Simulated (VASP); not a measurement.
# Hf32O63 (a cell with a defect) in VASP: single point with PBE

Aim: the single point of Hf32O63 (a cell with a defect) with PBE.

All numbers are computed with VASP 6.6.1; they aren't measurements. Logs are shortened: lines on timing, memory, paths and dates and some standing lists are left out, and cuts for length are marked.

### 1 The cell of the first run

The cell holds a defect, 95 atoms: a = 10.236 Å, b = 10.371 Å, c = 10.568 Å, α = 90.00°, β = 99.35°, γ = 90.00°.

### 2 Single point, PBE, collinear spin

File INCAR:

```
SYSTEM = Hf32O63
ALGO = Normal
EDIFF = 1E-6
ENCUT = 520
GGA = PE
ISIF = 2
ISMEAR = 0
ISPIN = 2
LASPH = .True.
LCHARG = .False.
LMAXMIX = 4
LORBIT = 11
LREAL = Auto
LUSENCCL = .False.
LWAVE = .False.
MAGMOM = 0.6 0 0 0.6 0 0 0 0 0 0 0 0 0 0 0 0 0 0.6 0 0 0 0 0 0 0 0 0 0 0 0 0 0 0 0 0 0 0 0 0 0 0 0 0 0 0 0 0 0 0 0 0 0 0 0 0 0 0 0 0 0 0 0 0 0 0 0 0 0 0 0 0 0 0 0 0 0 0 0 0 0 0 0 0 0 0 0 0 0 0 0 0 0 0 0 0
NBANDS = 406
NELM = 150
PREC = Accurate
SIGMA = 0.02
```

File KPOINTS:

```
k-points
0
Gamma
  1 1 1
  0 0 0
```

File POSCAR:

```
Hf32O63
1.0
   10.2360000000      0.0000000000      0.0000000000
    0.0000000000     10.3714000000      0.0000000000
   -1.7173261196      0.0000000000     10.4277342812
Hf O
32 63
Direct
    0.1344881545      0.0259204217      0.1078142160
    0.3606457984      0.2718770878      0.1456211314
    0.3615716874      0.4791081167      0.3959605028
    0.1377040231      0.2288931388      0.3542630093
    0.1387153003      0.0210647630      0.6044266207
    0.3618278067      0.2710415177      0.6459229730
    0.3620462563      0.4794311959      0.8955122799
    0.1382850947      0.2297855319      0.8554280436
    0.1387309321      0.5212654761      0.1039709930
    0.3608137498      0.7718440321      0.1456552544
    0.3608443774      0.9786778488      0.3960385508
    0.1384189054      0.7289297185      0.3540534188
    0.1384215099      0.5208498270      0.6037721641
    0.3618618787      0.7711009529      0.6461464088
    0.3610093113      0.9787597752      0.8969718109
    0.1385526728      0.7292995964      0.8546070368
    0.6379757703      0.0213697989      0.1041775167
    0.8639390846      0.2685992279      0.1458400877
    0.8619862733      0.4778445209      0.3946597195
    0.6378658331      0.2286825210      0.3536174864
    0.6382692134      0.0208306665      0.6036283727
    0.8617258841      0.2706954745      0.6454378036
    0.8616847627      0.4785792716      0.8955282513
    0.6382039576      0.2291311585      0.8540111234
    0.6387144808      0.5206266703      0.1038329120
    0.8615365270      0.7707184024      0.1460170214
    0.8621510835      0.9787346717      0.3947544310
    0.6380628862      0.7288770022      0.3534763044
    0.6387294734      0.5210912972      0.6035744993
    0.8618942228      0.7713182076      0.6455066846
    0.8609308163      0.9795048285      0.8965816801
    0.6384833264      0.7289636806      0.8537314358
    0.2236056363      0.3799160769      0.2399201534
    0.2756750970      0.1294132603      0.0115100119
    0.2705273429      0.1211680381      0.2591130716
    0.2241180818      0.3715761523      0.4903388335
    0.4644356010      0.4185562991      0.0797504978
    0.4636546794      0.3307627026      0.3297229356
    0.0368929911      0.0805290878      0.4183503269
    0.2230977033      0.3792080924      0.7399428642
    0.2779933507      0.1282573044      0.5112413753
    0.2762969522      0.1212691088      0.7614218019
    0.2240903553      0.3720261681      0.9895559630
    0.0354543072      0.1670457699      0.6717957288
    0.4647636426      0.4186173388      0.5797762276
    0.4640784976      0.3311205562      0.8297282747
    0.0334929996      0.0859092031      0.9266747911
    0.2225012709      0.8798375247      0.2399724788
    0.2768984879      0.6290301600      0.0099445817
    0.2767084384      0.6213643603      0.2600117420
    0.2231294014      0.8706367589      0.4901309815
    0.0357846940      0.6693115174      0.1690938640
    0.4642372857      0.9189698555      0.0800800714
    0.4638268171      0.8313626286      0.3297106597
    0.0367122010      0.5792686543      0.4186267193
    0.2233305492      0.8795195593      0.7400472213
    0.2766486702      0.6294265374      0.5100793025
    0.2768268989      0.6211906912      0.7600178793
    0.2229758934      0.8710612860      0.9901240753
    0.0357668435      0.6687440418      0.6701314663
    0.4642188754      0.9183885120      0.5791713912
    0.4642897560      0.8315521356      0.8297969919
    0.0354648024      0.5818191112      0.9206769554
    0.7252451893      0.3783218787      0.2393140977
    0.7772749823      0.1291079215      0.0104319042
    0.7766565803      0.1208387451      0.2593281253
    0.7235676590      0.3706786201      0.4891089697
    0.5347694401      0.1683985275      0.1705871099
    0.9670005556      0.4138216146      0.0784581919
    0.9648068830      0.3283652137      0.3265129168
    0.5351052812      0.0812721495      0.4197540913
    0.7235813195      0.3788858657      0.7392232056
    0.7766472251      0.1287646615      0.5093901126
    0.7770402815      0.1206586869      0.7602111739
    0.7237279690      0.3711702626      0.9890666550
    0.5362601321      0.1687071593      0.6702191431
    0.9648472722      0.4170394388      0.5776775580
    0.9645715612      0.3325273657      0.8279139911
    0.5360342469      0.0814578328      0.9207038052
    0.7231850173      0.8790758495      0.2396530656
    0.7775211933      0.6288427367      0.0099657033
    0.7767684281      0.6205409805      0.2594805131
    0.7235391956      0.8707788413      0.4894872126
    0.5358390116      0.6689894032      0.1695973022
    0.9619414339      0.9240092803      0.0846876757
    0.9632914517      0.8289874087      0.3309059538
    0.5361643561      0.5810535004      0.4199829785
    0.7234498034      0.8790530339      0.7396447234
    0.7776942060      0.6287202517      0.5092973383
    0.7771363209      0.6209296756      0.7596831817
    0.7237081039      0.8707997686      0.9896060679
    0.5361972671      0.6688472210      0.6699707114
    0.9642375198      0.9190751268      0.5791558409
    0.9649153819      0.8332153073      0.8306857473
    0.5365855537      0.5809907766      0.9199459499
```

Potentials or basis: VASP PAW PBE potentials, release 64 (Hf_pv, O).

Started as:

```bash
$ cat potpaw_PBE.64/Hf_pv/POTCAR potpaw_PBE.64/O/POTCAR > POTCAR
$ mpirun -np 1 vasp_gam > vasp.out
```

OUTCAR:

```text
SYSTEM = Hf32O63
   EDIFF = 1E-6
   ENCUT = 520
   GGA = PE
   ISIF = 2
   ISMEAR = 0
   ISPIN = 2
   LASPH = .True.
   LORBIT = 11
   LREAL = Auto
   NELM = 150
   PREC = Accurate

 ion  position               nearest neighbor table
   1  0.134  0.026  0.108-  85 2.04  47 2.12  48 2.16  35 2.18  34 2.18  59 2.31  31 3.32   4 3.34
                             8 3.41   2 3.42  10 3.49  15 3.50  11 3.55  18 3.81
   2  0.361  0.272  0.146-  37 2.04  68 2.06  34 2.13  38 2.15  33 2.16  43 2.24  35 2.26  20 3.33
                             3 3.41   7 3.41   9 3.42   1 3.42   4 3.45   8 3.54
   3  0.362  0.479  0.396-  38 2.05  87 2.06  50 2.14  45 2.15  36 2.16  57 2.23  33 2.24  29 3.32
                             2 3.41   6 3.41  12 3.43   4 3.44  13 3.44   9 3.55
   4  0.138  0.229  0.354-  70 2.03  39 2.03  35 2.13  36 2.15  33 2.24  41 2.26  18 3.30   1 3.34
                             5 3.41  11 3.44   3 3.44   2 3.45   6 3.56
   5  0.139  0.021  0.604-  44 2.04  93 2.06  56 2.13  39 2.16  41 2.17  51 2.23  42 2.25  27 3.33
                             4 3.41   8 3.42   6 3.44  14 3.44  11 3.44  15 3.56
   6  0.362  0.271  0.646-  45 2.04  76 2.06  41 2.14  46 2.14  40 2.17  42 2.24  36 2.24  24 3.32
                             7 3.41   3 3.41   5 3.44  13 3.44   8 3.46   4 3.56
   7  0.362  0.479  0.896-  46 2.04  95 2.05  58 2.14  37 2.15  43 2.16  49 2.23  40 2.25  25 3.32
                             6 3.41   2 3.41   8 3.44  16 3.44   9 3.45  13 3.55
   8  0.138  0.230  0.855-  47 2.05  78 2.05  43 2.13  44 2.15  42 2.17  40 2.23  34 2.24  22 3.33
                             1 3.41   5 3.42   7 3.44  15 3.44   6 3.46   2 3.54
   9  0.139  0.521  0.104-  52 2.04  69 2.06  33 2.14  63 2.14  49 2.17  43 2.23  50 2.24  23 3.33
                            16 3.41  12 3.41   2 3.42  10 3.43   7 3.45   3 3.55
  10  0.361  0.772  0.146-  53 2.04  84 2.07  49 2.14  54 2.15  48 2.17  50 2.23  59 2.24  28 3.32
                            15 3.39  11 3.41   9 3.43  12 3.44   1 3.49  16 3.54
  11  0.361  0.979  0.396-  54 2.04  71 2.06  61 2.14  51 2.16  35 2.17  41 2.22  48 2.24  21 3.32
                            10 3.41  14 3.41  12 3.43   4 3.44   5 3.44   1 3.55
  12  0.138  0.729  0.354-  55 2.05  86 2.05  51 2.14  52 2.15  50 2.17  48 2.23  57 2.24  26 3.32
                            13 3.41   9 3.41  11 3.43   3 3.43  10 3.44  14 3.56
  13  0.138  0.521  0.604-  60 2.05  77 2.06  40 2.14  55 2.15  57 2.17  36 2.22  58 2.25  19 3.33
[... 88 lines left out ...]
  82  0.777  0.621  0.259-  19 2.14  28 2.17  26 2.23  25 2.24
  83  0.724  0.871  0.489-  28 2.14  27 2.18  21 2.23  30 2.24
  84  0.536  0.669  0.170-  25 2.05  10 2.07  28 2.14
  85  0.962  0.924  0.085-   1 2.04  26 2.05  31 2.16
  86  0.963  0.829  0.331-  27 2.04  12 2.05  26 2.15
  87  0.536  0.581  0.420-  28 2.04   3 2.06  29 2.14
  88  0.723  0.879  0.740-  21 2.14  30 2.17  32 2.23  31 2.25
  89  0.778  0.629  0.509-  30 2.14  29 2.17  19 2.24  28 2.25
  90  0.777  0.621  0.760-  23 2.14  32 2.17  30 2.23  29 2.25
  91  0.724  0.871  0.990-  32 2.14  31 2.16  17 2.24  26 2.25
  92  0.536  0.669  0.670-  29 2.04  14 2.06  32 2.14
  93  0.964  0.919  0.579-  30 2.04   5 2.06  27 2.15
  94  0.965  0.833  0.831-  31 2.04  16 2.06  30 2.16
  95  0.537  0.581  0.920-  32 2.04   7 2.05  25 2.15

  LATTYP: Found a simple monoclinic cell.
 ALAT       =    10.2360000000
 B/A-ratio  =     1.0132278234
[... 351 lines left out ...]
      1     -26.5163      1.00000
      2     -26.4977      1.00000
      3     -26.4923      1.00000
      4     -26.4820      1.00000
      5     -26.4759      1.00000
      6     -26.4730      1.00000
[... 353 lines left out ...]
    360       7.9056      0.00000
    361       7.9631      0.00000
 Fermi energy:         5.8381182611

 spin component 2

 k-point     1 :       0.0000    0.0000    0.0000
  band No.  band energies     occupation
      1     -26.5163      1.00000
      2     -26.4977      1.00000
      3     -26.4923      1.00000
      4     -26.4820      1.00000
      5     -26.4759      1.00000
      6     -26.4730      1.00000
[... 353 lines left out ...]
    360       7.9056      0.00000
    361       7.9631      0.00000
 [bands above 361 left out]

------------------------ aborting loop because EDIFF is reached ----------------------------------------

  FORCE on cell =-STRESS in cart. coord.  units (eV):
  Direction    XX          YY          ZZ          XY          YZ          ZX
  --------------------------------------------------------------------------------------
  -------------------------------------------------------------------------------------
  Total        7.0606783     12.1213196     11.2922619      0.8568443     -0.6258587     -2.5946276
  in kB       10.2187880     17.5429598     16.3430800      1.2400947     -0.9057936     -3.7551561
  external PRESSURE =      14.7016093 kB  Pullay stress =       0.0000000 kB

 VOLUME and BASIS-vectors are now :
 -----------------------------------------------------------------------------
  energy-cutoff  :      520.00
  volume of cell :     1107.03
      direct lattice vectors                 reciprocal lattice vectors
    10.236000000  0.000000000  0.000000000     0.097694412 -0.000000000  0.016089129
     0.000000000 10.371400000  0.000000000     0.000000000  0.096418998 -0.000000000
    -1.717326120  0.000000000 10.427734281     0.000000000  0.000000000  0.095898109

 POSITION                                       TOTAL-FORCE (eV/Angst)
 -----------------------------------------------------------------------------------
      1.19147      0.26883      1.12426         0.027861     -0.067438     -0.082719
      3.44149      2.81975      1.51850         0.055904      0.019611      0.048581
      3.02105      4.96902      4.12897         0.047631     -0.019548      0.061599
      0.80115      2.37394      3.69416        -0.014279      0.001780      0.034332
      0.38189      0.21847      6.30280        -0.049627      0.013498     -0.054419
      2.59441      2.81108      6.73551         0.051013      0.016628      0.059060
[... 87 lines left out ...]
      8.45032      8.64161      8.66217        -0.009015      0.006749     -0.041266
      3.91264      6.02569      9.59295         0.004602      0.007758      0.045294
 -----------------------------------------------------------------------------------
    total drift:                                0.002207      0.009964     -0.009279

  FREE ENERGIE OF THE ION-ELECTRON SYSTEM (eV)
  ---------------------------------------------------
  free  energy   TOTEN  =      -964.8382152606 eV

  energy  without entropy=     -964.8382152606  energy(sigma->0) =     -964.83821526

 total charge

# of ion       s       p       d       tot
------------------------------------------
    1        0.317   6.560   1.427   8.305
    2        0.313   6.624   1.473   8.410
    3        0.313   6.625   1.471   8.409
    4        0.315   6.597   1.504   8.416
    5        0.314   6.623   1.471   8.408
    6        0.313   6.624   1.470   8.407
[... 87 lines left out ...]
   94        1.562   3.547   0.000   5.109
   95        1.562   3.553   0.000   5.115
--------------------------------------------------
tot        108.288 435.310  46.987 590.585

 magnetization (x)

# of ion       s       p       d       tot
------------------------------------------
    1       -0.000  -0.000  -0.000  -0.000
    2       -0.000  -0.000  -0.000  -0.000
    3       -0.000  -0.000   0.000  -0.000
    4       -0.000  -0.000  -0.000  -0.000
    5       -0.000  -0.000   0.000  -0.000
    6       -0.000  -0.000   0.000   0.000
[... 87 lines left out ...]
   94       -0.000  -0.000   0.000  -0.000
   95       -0.000  -0.000   0.000  -0.000
--------------------------------------------------
tot         -0.000  -0.000  -0.000  -0.000
```

Run time: 3.1 min. Hardware: 1 × NVIDIA H100 80GB with 1 thread of Intel Xeon Platinum 8481C at 2.70GHz (Sapphire Rapids), shared host; peak memory 1.9 GiB.

Results:

```
Free energy                                           : -964.8382 eV
Pressure                                              : 1.5 GPa
Largest force                                         : 0.114 eV/Å
Band gap on the k mesh                                : 1.38 eV
Net moment                                            : 0.00 μB per cell
Valence electrons inside the program's atomic spheres : Hf 8.30, 8.41, 8.42, 8.40, 8.32, 8.39 (each value once); O 5.10, 5.11, 5.12, 5.09 (each value once)
```

Forces in eV/Å, atoms in the order of the input:
```
Hf   0.028 -0.067 -0.083
Hf   0.056  0.020  0.049
Hf   0.048 -0.020  0.062
Hf  -0.014  0.002  0.034
Hf  -0.050  0.013 -0.054
Hf   0.051  0.017  0.059
Hf   0.045 -0.020  0.063
Hf  -0.053 -0.008 -0.054
Hf  -0.046  0.019 -0.062
Hf   0.046  0.019  0.057
Hf   0.047 -0.019  0.064
Hf  -0.052 -0.016 -0.056
Hf  -0.045  0.006 -0.064
Hf   0.050  0.016  0.056
Hf   0.049 -0.019  0.065
Hf  -0.046 -0.016 -0.052
Hf  -0.054  0.019 -0.059
Hf  -0.071  0.082  0.037
Hf   0.044 -0.022  0.057
Hf  -0.048 -0.017 -0.060
Hf  -0.051  0.020 -0.061
Hf   0.050  0.021  0.062
Hf   0.049 -0.019  0.057
Hf  -0.047 -0.018 -0.058
Hf  -0.047  0.012 -0.056
Hf   0.050  0.021  0.069
Hf   0.050 -0.023  0.059
Hf  -0.048 -0.016 -0.060
Hf  -0.052  0.010 -0.061
Hf   0.054  0.016  0.053
Hf   0.041 -0.008  0.053
Hf  -0.052 -0.013 -0.061
O    0.049 -0.006 -0.011
O   -0.048  0.005  0.009
O   -0.051  0.003  0.000
O    0.051  0.013 -0.002
O   -0.009 -0.004 -0.044
O   -0.009  0.007 -0.045
O   -0.003  0.005  0.048
O    0.045  0.004 -0.007
O   -0.039 -0.002  0.009
O   -0.046 -0.004  0.006
O    0.043  0.004 -0.004
O    0.011 -0.004  0.041
O   -0.006 -0.003 -0.045
O   -0.009  0.009 -0.045
O    0.010 -0.006  0.038
O    0.046 -0.003  0.000
O   -0.043 -0.003  0.004
O   -0.044  0.006  0.007
O    0.045  0.002 -0.006
O    0.002 -0.007  0.047
O   -0.010 -0.007 -0.046
O   -0.007  0.001 -0.047
O    0.006  0.008  0.044
O    0.045 -0.003 -0.008
O   -0.044 -0.001  0.008
O   -0.039  0.006  0.007
O    0.064 -0.022 -0.029
O    0.005 -0.002  0.044
O   -0.010 -0.008 -0.043
O   -0.006  0.001 -0.047
O    0.013  0.005  0.049
O    0.037  0.010  0.008
O   -0.033 -0.009  0.014
O   -0.045  0.003  0.004
O    0.043  0.001 -0.007
O    0.009 -0.006  0.047
O   -0.006  0.000 -0.035
O   -0.007  0.003 -0.045
O    0.008  0.008  0.046
O    0.046  0.003 -0.010
O   -0.047 -0.004  0.006
O   -0.047  0.006  0.010
O    0.039  0.009 -0.019
O    0.009 -0.009  0.044
O   -0.009 -0.001 -0.046
O   -0.008  0.002 -0.046
O    0.008  0.006  0.047
O    0.043 -0.002 -0.006
O   -0.047 -0.004  0.005
O   -0.045  0.008  0.003
O    0.041 -0.004 -0.005
O    0.010 -0.008  0.048
O    0.007 -0.008 -0.049
O   -0.004  0.005 -0.051
O    0.007  0.008  0.045
O    0.041 -0.004 -0.006
O   -0.049 -0.002  0.010
O   -0.044  0.002  0.005
O    0.047 -0.003 -0.009
O    0.006 -0.006  0.046
O   -0.006 -0.007 -0.043
O   -0.009  0.007 -0.041
O    0.005  0.008  0.045
```

Levels at points of the mesh, in eV from the valence-band top:
Spin up:
```
           k point  band 345  band 346  band 347  band 348  band 349  band 350  band 351  band 352  band 353  band 354
(0.00, 0.00, 0.00)     -3.11     -2.91     -2.82     -2.68      0.00      1.38      1.63      1.69      1.71      1.82
```
Spin down:
| k point | band 346 | band 347 | band 348 | band 349 | band 350 | band 351 | band 352 | band 353 |
| --- | --- | --- | --- | --- | --- | --- | --- | --- |
| (0.00, 0.00, 0.00) | -2.91 | -2.82 | -2.68 | 0.00 | 1.38 | 1.63 | 1.69 | 1.71 |

Caveat: the k points lie up to 0.62 Å⁻¹ apart; spin-orbit coupling is left out, which moves the levels of the heavy elements.
